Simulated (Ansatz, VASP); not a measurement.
# Two plane-wave programs on Si2C

```xyz
6
Lattice="0.0000 3.4908 3.4908 3.4908 0.0000 3.4908 3.4908 3.4908 0.0000" Properties=species:S:1:pos:R:3 pbc="T T T"
Si    2.6512    2.6512    2.6512
Si    4.3305    4.3305    2.6512
Si    4.3305    2.6512    4.3305
Si    2.6512    4.3305    4.3305
C     0.0000    0.0000    0.0000
C     1.7454    1.7454    1.7454
```

Alike in both runs: task single point; functional PBE; k mesh 4 × 4 × 4; occupations gaussian, width 0.1 eV; no spin polarisation.

|  | VASP | Ansatz |
| --- | --- | --- |
| version | VASP 6.6.1 | Ansatz 0.2.0 |
| potentials or method | VASP PAW PBE potentials, release 64 (Si, C), cutoff 520 eV | scalar-relativistic, plane waves, PAW |
| valence electrons in the cell | 24 | 24 |

VASP gave:

| Property | Result |
| --- | --- |
| gap on the k mesh at the Fermi level (eV) | none |
| rms of the force components (eV/Å) | 5.135 |

**Question.** What did Ansatz give for the same quantities?

**Answer.** gap on the k mesh at the Fermi level (eV): none; rms of the force components (eV/Å): 5.173.

Atom by atom the forces differ by 0.038 eV/Å (rms over components). A gap of «none» marks a metal or a gap that the smearing closes. With one functional, cell and mesh, what is left measures potentials, basis and numerics.

The k mesh is coarse, so the values compare programs but aren't converged.
